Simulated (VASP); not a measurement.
# AlNi (P4/mmm) in VASP: single point with PBE

Aim: the single point of AlNi with PBE.

Everything below comes from runs of VASP 6.6.1. Logs are shortened: lines on timing, memory, paths and dates and some standing lists are left out, and cuts for length are marked.

## (1) The cell of the first run

Symmetry: P4/mmm, No. 123, tetragonal system. Conventional cell: a = 2.967 Å, b = 2.967 Å, c = 2.881 Å, α = 90.00°, β = 90.00°, γ = 90.00°. Al (site symmetry 4/mmm) has 8 Ni at 2.55 Å and 6 Al at 2.88 to 2.97 Å within 3.4 Å. Within 3.4 Å of Ni (site symmetry 4/mmm) lie 8 Al at 2.55 Å and 6 Ni at 2.88 to 2.97 Å.

## (2) Single point, PBE, collinear spin, ferromagnetic start

File INCAR:

```
SYSTEM = AlNi
PREC = Accurate
ENCUT = 520
EDIFF = 1E-6
ISMEAR = -1
SIGMA = 0.15
LREAL = .False.
LASPH = .True.
NELM = 150
ALGO = Normal
ISIF = 2
LWAVE = .False.
LCHARG = .False.
ISPIN = 2
MAGMOM = 0 1
LORBIT = 11
LMAXMIX = 4
GGA = PE
NBANDS = 18
```

File KPOINTS:

```
Automatic mesh
0
Gamma
  12 12 12
  0 0 0
```

File POSCAR:

```
AlNi
1.0
    2.9674300000      0.0000000000      0.0000000000
    0.0000000000      2.9674300000      0.0000000000
    0.0000000000      0.0000000000      2.8810000000
Al Ni
1 1
Direct
    0.0000000000      0.0000000000      0.0000000000
    0.5000000000      0.5000000000      0.5000000000
```

Potentials or basis: VASP PAW PBE potentials, release 64 (Al, Ni).

The run is started by

```console
cat potpaw_PBE.64/Al/POTCAR potpaw_PBE.64/Ni/POTCAR > POTCAR
mpirun -np 1 vasp_std > vasp.out
```

OUTCAR:

```text
SYSTEM = AlNi
   PREC = Accurate
   ENCUT = 520
   EDIFF = 1E-6
   ISMEAR = -1
   LREAL = .False.
   LASPH = .True.
   NELM = 150
   ISIF = 2
   ISPIN = 2
   LORBIT = 11
   GGA = PE

 ion  position               nearest neighbor table
   1  0.000  0.000  0.000-   2 2.55   2 2.55   2 2.55   2 2.55   2 2.55   2 2.55   2 2.55   2 2.55

   2  0.500  0.500  0.500-   1 2.55   1 2.55   1 2.55   1 2.55   1 2.55   1 2.55   1 2.55   1 2.55

  LATTYP: Found a simple tetragonal cell.
 ALAT       =     2.9674300000
 C/A-ratio  =     0.9708737864

  Lattice vectors:

 A1 = (   2.9674300000,   0.0000000000,   0.0000000000)
 A2 = (   0.0000000000,   2.9674300000,   0.0000000000)
 A3 = (   0.0000000000,   0.0000000000,   2.8810000000)

Analysis of symmetry for initial positions (statically):
=====================================================================
 Subroutine PRICEL returns:
 Original cell was already a primitive cell.

 Routine SETGRP: Setting up the symmetry group for a
 simple tetragonal supercell.

 Subroutine GETGRP returns: Found 16 space group operations
 (whereof 16 operations were pure point group operations)
 out of a pool of 16 trial point group operations.

The static configuration has the point symmetry D_4h.

Analysis of symmetry for dynamics (positions and initial velocities):
=====================================================================
 Subroutine PRICEL returns:
 Original cell was already a primitive cell.

 Routine SETGRP: Setting up the symmetry group for a
 simple tetragonal supercell.

 Subroutine GETGRP returns: Found 16 space group operations
 (whereof 16 operations were pure point group operations)
 out of a pool of 16 trial point group operations.

The dynamic configuration has the point symmetry D_4h.

Analysis of structural, dynamic, and magnetic symmetry:
=====================================================================
 Subroutine PRICEL returns:
 Original cell was already a primitive cell.

 Routine SETGRP: Setting up the symmetry group for a
 simple tetragonal supercell.

 Subroutine GETGRP returns: Found 16 space group operations
 (whereof 16 operations were pure point group operations)
 out of a pool of 16 trial point group operations.

The overall configuration has the point symmetry D_4h.

 Subroutine INISYM returns: Found 16 space group operations
 (whereof 16 operations are pure point group operations),
 and found     1 'primitive' translations

[... 115 lines left out ...]
  volume/ion in A,a.u.               =      12.68        85.60
  Fermi-wavevector in a.u.,A,eV,Ry     =   1.310050  2.475636 23.350741  1.716231
  Thomas-Fermi vector in A             =   2.440607
   LORBIT       =     11    0 simple, 1 ext, 2 COOP (PROOUT), +10 PAW based schemes
   GGA     = PE    functional components
   LHFCALC =     F    Hartree Fock is set to
   AEXX    =    0.0000 exact exchange contribution
   IVDW    =     0    specifies the selected vdW correction
   LEPSILON=     F    determine dielectric tensor
   LRPA    =     F    only Hartree local field effects (RPA)
 spin polarized calculation
  energy-cutoff  :      520.00
  volume of cell :       25.37
 maximum number of plane-waves:       715
 NGX is ok and might be reduce to    24
   NGX = 11   NGY = 11   NGZ = 11

 number of electron      12.9999992 magnetization      -0.0329358

 number of electron      12.9999992 magnetization       0.0004080

 Free energy of the ion-electron system (eV)
  ---------------------------------------------------
  ext. energy  EPLUGINS =         0.00000000
  ---------------------------------------------------
  free energy    TOTEN  =       -10.54341116 eV

  energy without entropy =      -10.47534004  energy(sigma->0) =      -10.50937560

 E-fermi :   9.2892     XC(G=0): -11.7681

 val. band max:        9.2776259044   @ k =   0.0000   0.0000   0.3333
 cond. band min:       9.2936930350   @ k =   0.5000   0.4167   0.3333
 fundamental gap:      0.0160671307
 Fermi energy:         9.2892053529

 spin component 1

 k-point     1 :       0.0000    0.0000    0.0000
  band No.  band energies     occupation
      1      -1.4481      1.00000
      2       6.2890      1.00000
      3       6.3041      1.00000
      4       7.7782      0.99996
      5       7.8518      0.99993
      6       7.8518      0.99993
[... 493 lines left out ...]
     17      29.8978      0.00000
     18      33.1078      0.00000

 [... further k-points ...]

 spin component 2

 k-point     1 :       0.0000    0.0000    0.0000
  band No.  band energies     occupation
      1      -1.4482      1.00000
      2       6.2893      1.00000
      3       6.3045      1.00000
      4       7.7784      0.99996
      5       7.8520      0.99993
      6       7.8520      0.99993
[... 493 lines left out ...]
     17      29.8978      0.00000
     18      33.1078      0.00000

 [... further k-points ...]

------------------------ aborting loop because EDIFF is reached ----------------------------------------

  FORCE on cell =-STRESS in cart. coord.  units (eV):
  Direction    XX          YY          ZZ          XY          YZ          ZX
  --------------------------------------------------------------------------------------
  -------------------------------------------------------------------------------------
  Total       -1.1092771     -1.1092771     -0.8271577      0.0000000      0.0000000      0.0000000
  in kB      -70.0561729    -70.0561729    -52.2389807      0.0000000      0.0000000      0.0000000
  external PRESSURE =     -64.1171088 kB  Pullay stress =       0.0000000 kB

 VOLUME and BASIS-vectors are now :
 -----------------------------------------------------------------------------
  energy-cutoff  :      520.00
  volume of cell :       25.37
      direct lattice vectors                 reciprocal lattice vectors
     2.967430000  0.000000000  0.000000000     0.336991943  0.000000000  0.000000000
     0.000000000  2.967430000  0.000000000     0.000000000  0.336991943  0.000000000
     0.000000000  0.000000000  2.881000000     0.000000000  0.000000000  0.347101701

 POSITION                                       TOTAL-FORCE (eV/Angst)
 -----------------------------------------------------------------------------------
      0.00000      0.00000      0.00000         0.000000      0.000000      0.000000
      1.48371      1.48371      1.44050         0.000000      0.000000      0.000000
 -----------------------------------------------------------------------------------
    total drift:                                0.000000      0.000000     -0.000000

  FREE ENERGIE OF THE ION-ELECTRON SYSTEM (eV)
  ---------------------------------------------------
  free  energy   TOTEN  =       -10.5434111598 eV

  energy  without entropy=      -10.4753400399  energy(sigma->0) =      -10.50937560

 total charge

# of ion       s       p       d       tot
------------------------------------------
    1        0.380   0.389   0.000   0.769
    2        0.452   0.468   8.445   9.365
--------------------------------------------------
tot          0.832   0.857   8.445  10.134

 magnetization (x)

# of ion       s       p       d       tot
------------------------------------------
    1        0.000   0.000   0.000   0.000
    2       -0.000  -0.000   0.000   0.000
--------------------------------------------------
tot          0.000   0.000   0.000   0.000
```

OSZICAR:

```text
N       E                     dE             d eps       ncg     rms          rms(c)
DAV:   1     0.448897942221E+02    0.44890E+02   -0.52473E+03 14360   0.780E+02
DAV:   2    -0.922622210372E+01   -0.54116E+02   -0.47657E+02 15172   0.159E+02
DAV:   3    -0.118512643125E+02   -0.26250E+01   -0.25650E+01 16976   0.362E+01
DAV:   4    -0.118860241166E+02   -0.34760E-01   -0.34728E-01 16464   0.369E+00
DAV:   5    -0.118868162098E+02   -0.79209E-03   -0.79203E-03 16558   0.611E-01    0.121E+01
DAV:   6    -0.143577575936E+02   -0.24709E+01   -0.44396E+01 16246   0.757E+01    0.175E+01
DAV:   7    -0.105738776746E+02    0.37839E+01   -0.13193E+01 16256   0.447E+01    0.163E+00
DAV:   8    -0.105556406393E+02    0.18237E-01   -0.36072E-01 18486   0.553E+00    0.104E+00
DAV:   9    -0.105427771498E+02    0.12863E-01   -0.51974E-02 17492   0.209E+00    0.545E-01
DAV:  10    -0.105432932288E+02   -0.51608E-03   -0.12260E-03 19184   0.327E-01    0.222E-01
DAV:  11    -0.105433168165E+02   -0.23588E-04   -0.31764E-03 17686   0.468E-01    0.107E-01
DAV:  12    -0.105434086938E+02   -0.91877E-04   -0.34590E-04 17308   0.168E-01    0.347E-02
DAV:  13    -0.105434108432E+02   -0.21494E-05   -0.95981E-06 18696   0.250E-02    0.126E-02
DAV:  14    -0.105434111598E+02   -0.31663E-06   -0.14393E-06  8656   0.123E-02
   1 F= -.10543411E+02 E0= -.10509376E+02  d E =-.680711E-01  mag=     0.0000
```

stdout:

```text
POSCAR found type information on POSCAR AlNi
 POSCAR found :  2 types and       2 ions
 scaLAPACK will be used
 LDA part: xc-table for (Slater+PW92), standard interpolation
 POSCAR, INCAR and KPOINTS ok, starting setup
 FFT: planning ... GRIDC
 FFT: planning ... GRID_SOFT
 FFT: planning ... GRID
 WAVECAR not read
 entering main loop
```

Wall time 66 s (1 thread of Intel Xeon Platinum 8375C at 2.90GHz (Ice Lake), shared host); peak memory 0.25 GiB.

What came out:

| Item | Value |
| --- | --- |
| Free energy | -10.5434 eV |
| Pressure | -6.4 GPa |
| Net moment | 0.00 μB per cell |
| Valence electrons inside the program's atomic spheres | Al 0.77; Ni 9.37 |

Caveat: the cell stands under tension; the moments typed at the start vanished in this run.
